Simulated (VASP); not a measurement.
# NiGe (Pnma) in VASP: single point with LDA

Aim: the single point of NiGe with LDA.

Program: VASP 6.6.1. These are calculated values, not measurements. Logs are shortened: lines on timing, memory, paths and dates and some standing lists are left out, and cuts for length are marked.

## (1) The cell of the first run

Symmetry: Pnma, No. 62, orthorhombic system. Conventional cell: a = 5.258 Å, b = 3.406 Å, c = 5.690 Å, α = 90.00°, β = 90.00°, γ = 90.00°. Within 3.0 Å of Ni (site symmetry m) lie 6 Ge at 2.30 to 2.46 Å and 4 Ni at 2.72 to 2.75 Å. Within 3.0 Å of Ge (site symmetry m) lie 6 Ni at 2.30 to 2.46 Å and 2 Ge at 2.81 Å.

## (2) Single point, LDA

Contents of INCAR:

```
PREC = Accurate
ENCUT = 520
EDIFF = 1E-6
ISMEAR = 0
SIGMA = 0.1
LREAL = False
LASPH = True
NELM = 100
ALGO = Normal
ISIF = 2
LWAVE = False
LCHARG = False
GGA = CA
NBANDS = 58
```

Contents of KPOINTS:

```
regular mesh
0
Gamma
  8 10 6
```

Contents of POSCAR:

```
NiGe
1.0
    5.2584288714      0.0000000000      0.0000000000
    0.0000000000      3.4055087201      0.0000000000
    0.0000000000      0.0000000000      5.6900558899
Ni Ge
4 4
Direct
    0.9931151746      0.7500000000      0.1897049941
    0.0068848254      0.2500000000      0.8102950059
    0.5068848254      0.2500000000      0.6897049941
    0.4931151746      0.7500000000      0.3102950059
    0.8104304419      0.7500000000      0.5881808203
    0.1895695581      0.2500000000      0.4118191797
    0.6895695581      0.2500000000      0.0881808203
    0.3104304419      0.7500000000      0.9118191797
```

Potentials or basis: VASP PAW LDA potentials, release 64 (Ni, Ge_d).

Started as:

```bash
$ cat potpaw_LDA.64/Ni/POTCAR potpaw_LDA.64/Ge_d/POTCAR > POTCAR
$ mpirun -np 1 vasp_std > vasp.out
```

OUTCAR:

```text
PREC = Accurate
   ENCUT = 520
   EDIFF = 1E-6
   ISMEAR = 0
   LREAL = False
   LASPH = True
   NELM = 100
   ISIF = 2
   GGA = CA

 ion  position               nearest neighbor table
   1  0.993  0.750  0.190-   8 2.30   6 2.36   6 2.36   7 2.40   7 2.40   5 2.46   4 2.72   4 2.72
                             2 2.75   2 2.75
   2  0.007  0.250  0.810-   7 2.30   5 2.36   5 2.36   8 2.40   8 2.40   6 2.46   3 2.72   3 2.72
                             1 2.75   1 2.75
   3  0.507  0.250  0.690-   6 2.30   8 2.36   8 2.36   5 2.40   5 2.40   7 2.46   2 2.72   2 2.72
                             4 2.75   4 2.75
   4  0.493  0.750  0.310-   5 2.30   7 2.36   7 2.36   6 2.40   6 2.40   8 2.46   1 2.72   1 2.72
                             3 2.75   3 2.75
   5  0.810  0.750  0.588-   4 2.30   2 2.36   2 2.36   3 2.40   3 2.40   1 2.46   6 2.81   6 2.81

   6  0.190  0.250  0.412-   3 2.30   1 2.36   1 2.36   4 2.40   4 2.40   2 2.46   5 2.81   5 2.81

   7  0.690  0.250  0.088-   2 2.30   4 2.36   4 2.36   1 2.40   1 2.40   3 2.46   8 2.81   8 2.81

   8  0.310  0.750  0.912-   1 2.30   3 2.36   3 2.36   2 2.40   2 2.40   4 2.46   7 2.81   7 2.81

  LATTYP: Found a simple orthorhombic cell.
 ALAT       =     3.4055087201
 B/A-ratio  =     1.5440949660
 C/A-ratio  =     1.6708387373

  Lattice vectors:

 A1 = (   0.0000000000,  -3.4055087201,   0.0000000000)
 A2 = (   5.2584288714,   0.0000000000,   0.0000000000)
 A3 = (   0.0000000000,   0.0000000000,   5.6900558899)

Analysis of symmetry for initial positions (statically):
=====================================================================
 Subroutine PRICEL returns:
 Original cell was already a primitive cell.

 Routine SETGRP: Setting up the symmetry group for a
 simple orthorhombic supercell.

 Subroutine GETGRP returns: Found  8 space group operations
 (whereof  2 operations were pure point group operations)
 out of a pool of  8 trial point group operations.

The static configuration has the point symmetry S_2 .
 The point group associated with its full space group is D_2h.

Analysis of symmetry for dynamics (positions and initial velocities):
=====================================================================
 Subroutine PRICEL returns:
 Original cell was already a primitive cell.

 Routine SETGRP: Setting up the symmetry group for a
 simple orthorhombic supercell.

 Subroutine GETGRP returns: Found  8 space group operations
 (whereof  2 operations were pure point group operations)
 out of a pool of  8 trial point group operations.

[... 119 lines left out ...]
   ISIF   =      2    stress and relaxation
   ISYM   =      2    0-nonsym 1-usesym 2-fastsym
   POTIM  = 0.5000    time-step for ionic-motion
   TEBEG  =    0.0;   TEEND  =   0.0 temperature during run
   PSTRESS=    0.0 pullay stress
   NELECT =      96.0000    total number of electrons
   NUPDOWN=      -1.0000    fix difference up-down
   EMIN   =  10.00;   EMAX   =-10.00  energy-range for DOS
   EFERMI =   0.00;   METHOD = LEGACY
   ISMEAR =     0;   SIGMA  =   0.10  broadening in eV -4-tet -1-fermi 0-gaus
   EFERMI_NEDOS =   21; number of points for ismear=-14 and -15
   IALGO  =     38    algorithm
   IMIX   =      4    mixing-type and parameters
     AMIX     =   0.40;   BMIX     =  1.00
     AMIX_MAG =   1.60;   BMIX_MAG =  1.00
  volume/ion in A,a.u.               =      12.74        85.95
  Fermi-wavevector in a.u.,A,eV,Ry     =   1.604897  3.032815 35.044433  2.575693
  Thomas-Fermi vector in A             =   2.701329
   LORBIT       =      0    0 simple, 1 ext, 2 COOP (PROOUT), +10 PAW based schemes
   GGA     = CA    functional components
   LHFCALC =     F    Hartree Fock is set to
   AEXX    =    0.0000 exact exchange contribution
   IVDW    =     0    specifies the selected vdW correction
   LEPSILON=     F    determine dielectric tensor
   LRPA    =     F    only Hartree local field effects (RPA)
 non-spin polarized calculation
 Gauss-broadening in eV      SIGMA  =   0.10
  energy-cutoff  :      520.00
  volume of cell :      101.90
 maximum number of plane-waves:      2772
 NGX is ok and might be reduce to    40
   NGX = 19   NGY = 13   NGZ = 21

 number of electron      96.0000105 magnetization

 Free energy of the ion-electron system (eV)
  ---------------------------------------------------
  ext. energy  EPLUGINS =         0.00000000
  ---------------------------------------------------
  free energy    TOTEN  =       -50.25048828 eV

  energy without entropy =      -50.23891134  energy(sigma->0) =      -50.24469981

 E-fermi :   9.3544     XC(G=0): -13.1428

 val. band max:        9.3539514734   @ k =   0.1250   0.4000   0.0000
 cond. band min:       9.3547578995   @ k =   0.3750   0.2000   0.1667
 fundamental gap:      0.0008064262
 Fermi energy:         9.3543742774

 k-point     1 :       0.0000    0.0000    0.0000
  band No.  band energies     occupation
      1     -15.4773      2.00000
      2     -15.4624      2.00000
      3     -15.4535      2.00000
      4     -15.4515      2.00000
      5     -15.4360      2.00000
      6     -15.4126      2.00000
[... 1453 lines left out ...]
     57      16.0669      0.00000
     58      16.6547      0.00000

 [... further k-points ...]

------------------------ aborting loop because EDIFF is reached ----------------------------------------

  FORCE on cell =-STRESS in cart. coord.  units (eV):
  Direction    XX          YY          ZZ          XY          YZ          ZX
  --------------------------------------------------------------------------------------
  -------------------------------------------------------------------------------------
  Total        0.2679642      0.1936699      0.2427384      0.0000000      0.0000000      0.0000000
  in kB        4.2134009      3.0452163      3.8167579      0.0000000      0.0000000      0.0000000
  external PRESSURE =       3.6917917 kB  Pullay stress =       0.0000000 kB

 VOLUME and BASIS-vectors are now :
 -----------------------------------------------------------------------------
  energy-cutoff  :      520.00
  volume of cell :      101.90
      direct lattice vectors                 reciprocal lattice vectors
     5.258428871  0.000000000  0.000000000     0.190170871  0.000000000  0.000000000
     0.000000000  3.405508720  0.000000000     0.000000000  0.293641885  0.000000000
     0.000000000  0.000000000  5.690055890     0.000000000  0.000000000  0.175745198

 POSITION                                       TOTAL-FORCE (eV/Angst)
 -----------------------------------------------------------------------------------
      5.22223      2.55413      1.07943        -0.015736      0.000000     -0.002067
      0.03620      0.85138      4.61062         0.015736      0.000000      0.002067
      2.66542      0.85138      3.92446         0.015736     -0.000000     -0.002067
      2.59301      2.55413      1.76560        -0.015736      0.000000      0.002067
      4.26159      2.55413      3.34678         0.004598     -0.000000      0.003852
      0.99684      0.85138      2.34327        -0.004598      0.000000     -0.003852
      3.62605      0.85138      0.50175        -0.004598     -0.000000      0.003852
      1.63238      2.55413      5.18830         0.004598     -0.000000     -0.003852
 -----------------------------------------------------------------------------------
    total drift:                               -0.000000      0.000000      0.000000

  FREE ENERGIE OF THE ION-ELECTRON SYSTEM (eV)
  ---------------------------------------------------
  free  energy   TOTEN  =       -50.2504882759 eV

  energy  without entropy=      -50.2389113359  energy(sigma->0) =      -50.24469981
```

stdout:

```text
POSCAR found type information on POSCAR NiGe
 POSCAR found :  2 types and       8 ions
 scaLAPACK will be used
 LDA part: xc-table for (Slater(with rela. corr.)+CA(PZ))
 , standard interpolation
 POSCAR, INCAR and KPOINTS ok, starting setup
 FFT: planning ... GRIDC
 FFT: planning ... GRID_SOFT
 FFT: planning ... GRID
 WAVECAR not read
 entering main loop
```

Run time: 5.4 min. Hardware: 1 thread of Intel Xeon 6975P-C (Granite Rapids), shared host; peak memory 0.56 GiB.

What came out:

```
Free energy            : -50.2505 eV
Pressure               : 0.4 GPa
Largest force          : 0.016 eV/Å
Band gap on the k mesh : zero (bands 48 and 49 overlap by 1.68 eV)
```

Forces in eV/Å, atoms in the order of the input:
```
Ni  -0.016  0.000 -0.002
Ni   0.016  0.000  0.002
Ni   0.016  0.000 -0.002
Ni  -0.016  0.000  0.002
Ge   0.005  0.000  0.004
Ge  -0.005  0.000 -0.004
Ge  -0.005  0.000  0.004
Ge   0.005  0.000 -0.004
```

Levels at points of the mesh, in eV from the Fermi level:
| k point | band 44 | band 45 | band 46 | band 47 | band 48 | band 49 | band 50 | band 51 | band 52 | band 53 |
| --- | --- | --- | --- | --- | --- | --- | --- | --- | --- | --- |
| (0.00, 0.00, 0.00) | -1.88 | -1.77 | -1.16 | -1.00 | -0.93 | 0.75 | 0.85 | 4.05 | 4.21 | 4.55 |
| (0.50, 0.00, 0.00) | -1.84 | -1.72 | -1.72 | 0.81 | 0.81 | 1.50 | 1.50 | 3.31 | 3.31 | 4.68 |
| (0.00, 0.50, 0.00) | -1.87 | -1.74 | -1.74 | -1.34 | -1.34 | -0.57 | -0.57 | 2.10 | 2.10 | 2.30 |
| (0.50, 0.50, 0.00) | -1.91 | -1.51 | -1.51 | -1.51 | -1.51 | 0.33 | 0.33 | 0.33 | 0.33 | 4.34 |
| (0.00, 0.00, 0.50) | -1.93 | -1.34 | -1.34 | -0.21 | -0.21 | 1.11 | 1.11 | 2.79 | 2.79 | 4.54 |
| (0.50, 0.00, 0.50) | -1.92 | -0.98 | -0.98 | 0.73 | 0.73 | 2.65 | 2.65 | 2.69 | 2.69 | 2.73 |
| (0.00, 0.50, 0.50) | -1.83 | -1.79 | -1.79 | -1.64 | -1.64 | 0.41 | 0.41 | 0.77 | 0.77 | 2.26 |
| (0.50, 0.50, 0.50) | -1.98 | -1.70 | -1.70 | -1.70 | -1.70 | 2.60 | 2.60 | 2.60 | 2.60 | 3.42 |
